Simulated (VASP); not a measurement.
Write the native input for VASP 6.6.1 that does the following.

```yaml
Task: single point
Functional: PBE
Potentials_or_basis: VASP PAW PBE potentials, release 64 (Ir)
Cutoff: 520 eV
k_mesh: 18 × 18 × 10
Occupations: fermi-dirac, width 0.05 eV
Spin: no spin polarisation
Dipole_correction: no
Further_INCAR_settings: ALGO = Normal; EDIFF = 1e-06; NBANDS = 16
```

The structure of Ir lies in POSCAR:

```
Ir
1.0
    2.6314764190      0.0000000000      0.0000000000
   -1.3157382095      2.2789254283      0.0000000000
    0.0000000000      0.0000000000      4.2745778008
Ir
2
Direct
    0.3333333333      0.6666666667      0.2500000000
    0.6666666667      0.3333333333      0.7500000000
```

This isn't the form of Ir at room conditions, which is fcc.

One way to write it, as run:

INCAR

```
SYSTEM = Ir
ALGO     = Normal         ! electronic algorithm
EDIFF    = 1E-6           ! SCF threshold, eV
ENCUT    = 520            ! plane-wave cutoff, eV
GGA      = PE             ! functional
ISIF     = 2              ! what is computed and relaxed
ISMEAR   = -1             ! smearing method
LASPH    = .TRUE.         ! aspherical terms in the spheres
LCHARG   = .FALSE.        ! write CHGCAR
LREAL    = .FALSE.        ! projectors in reciprocal space
LWAVE    = .FALSE.        ! write WAVECAR
NBANDS   = 16             ! bands
NELM     = 100            ! most SCF steps
PREC     = Accurate       ! precision mode
SIGMA    = 0.05           ! smearing width, eV
```

KPOINTS

```
k-points
0
G
  18 18 10
  0 0 0
```

Potentials or basis: VASP PAW PBE potentials, release 64 (Ir).

The run is started by

```sh
$ cat potpaw_PBE.64/Ir/POTCAR > POTCAR
$ mpirun -np 1 vasp_std > vasp.out
```

Results of the run:

```json
{
 "Pressure": "62.1 GPa",
 "Band gap on the k mesh": "zero (bands 9 and 10 overlap by 3.94 eV)"
}
```

Caveat: the cell stands under pressure; spin-orbit coupling is left out, which moves the levels of the heavy elements.

It took 96 s on 1 thread of Intel Xeon 8259CL (shared host), peak memory 0.2 GiB.
